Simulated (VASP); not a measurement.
The system is Co2Te.

```
Co Te
1.0
     3.09112    0.00000    0.00000
    -1.54556    2.67699    0.00000
     0.00000    0.00000   12.02319
Co Te
4 2
Direct
  0.33333 0.66667 0.62750
  0.66667 0.33333 0.12750
  0.33333 0.66667 0.87250
  0.66667 0.33333 0.37250
  0.33333 0.66667 0.25000
  0.66667 0.33333 0.75000
```

* Program: VASP 6.6.1
* Task: relaxation of cell and atoms
* Functional: PBE
* Potentials or basis: VASP PAW PBE potentials, release 64 (Co, Te)
* Cutoff: 600 eV
* k mesh: 6 × 6 × 2
* Occupations: gaussian, width 0.1 eV
* Spin: collinear spin, ferromagnetic start
* Starting moments: [0.13, 0.13, 0.13, 0.13, 0.0, 0.0] μB

At the start: pressure 22.5 GPa; volume 16.58 Å³/atom.

How do energy, volume and symmetry change on relaxing?

Over 31 steps the energy falls by 966.5 meV/atom and the volume is 16.51 Å³/atom (-0.4 %); space group P6_3/mmc (No. 194, to 0.05 Å); moment 4.48 μB per cell.

The path:
| step | energy change (eV) | largest force (eV/Å) | pressure (GPa) | volume (Å³) |
| --- | --- | --- | --- | --- |
| 1 | 0.0000 | 3.0753 | 22.46 | 99.49 |
| 2 | -0.0018 | 0.9808 | -14.93 | 136.64 |
| 3 | -1.3601 | 0.3840 | -3.73 | 115.14 |
| 4 | -1.3620 | 0.4394 | -3.26 | 114.64 |
| 5 | -1.9455 | 0.4627 | -3.42 | 112.09 |
| 6 | -3.4441 | 1.0758 | -1.42 | 104.11 |
| 7 | -2.2919 | 2.8527 | 52.18 | 80.65 |
| 8 | -3.6437 | 2.4142 | 6.17 | 99.06 |
| 9 | -3.9806 | 3.6046 | 18.53 | 90.59 |
| 10 | -3.7963 | 4.1442 | 31.08 | 85.80 |
| 11 | -3.8542 | 4.0091 | 31.06 | 85.80 |
| 12 | -3.9657 | 3.5866 | 31.16 | 85.74 |
| 13 | -3.8545 | 2.6070 | 33.53 | 85.52 |
| 14 | -3.9730 | 3.3029 | 31.74 | 85.69 |
| 15 | -4.0922 | 3.1619 | 30.13 | 86.13 |
| 16 | -4.4173 | 2.7625 | 25.62 | 87.46 |
| 17 | -4.9336 | 2.0792 | 18.08 | 90.16 |
| 18 | -5.5702 | 1.1519 | 6.81 | 95.73 |
| 19 | -5.5456 | 0.2362 | -7.42 | 107.52 |
| 20 | -5.7252 | 0.4729 | -2.84 | 102.07 |
| 21 | -5.7321 | 0.5818 | -1.04 | 100.67 |
| 22 | -5.7323 | 0.5559 | -1.50 | 100.98 |
| 23 | -5.7397 | 0.5260 | -1.39 | 100.83 |
| 24 | -5.7591 | 0.4353 | -0.93 | 100.38 |
| 25 | -5.7839 | 0.2514 | 0.06 | 99.49 |
| 26 | -5.7714 | 0.1742 | 2.49 | 97.71 |
| 27 | -5.7895 | 0.1200 | 0.83 | 98.88 |
| 28 | -5.7941 | 0.0757 | 0.32 | 99.16 |
| 29 | -5.7969 | 0.0100 | -0.46 | 99.61 |
| 30 | -5.7981 | 0.0029 | -0.32 | 99.39 |
| 31 | -5.7991 | 0.0079 | -0.05 | 99.05 |

Final structure:
```
Co Te
1.0
     3.88975    0.00000    0.00000
    -1.94488    3.36863    0.00000
     0.00000    0.00000    7.55908
Co Te
4 2
Direct
  0.33333 0.66667 0.58339
  0.66667 0.33333 0.08339
  0.33333 0.66667 0.91661
  0.66667 0.33333 0.41661
  0.33333 0.66667 0.25000
  0.66667 0.33333 0.75000
```

Caveat: the k points lie up to 0.42 Å⁻¹ apart in the final cell.
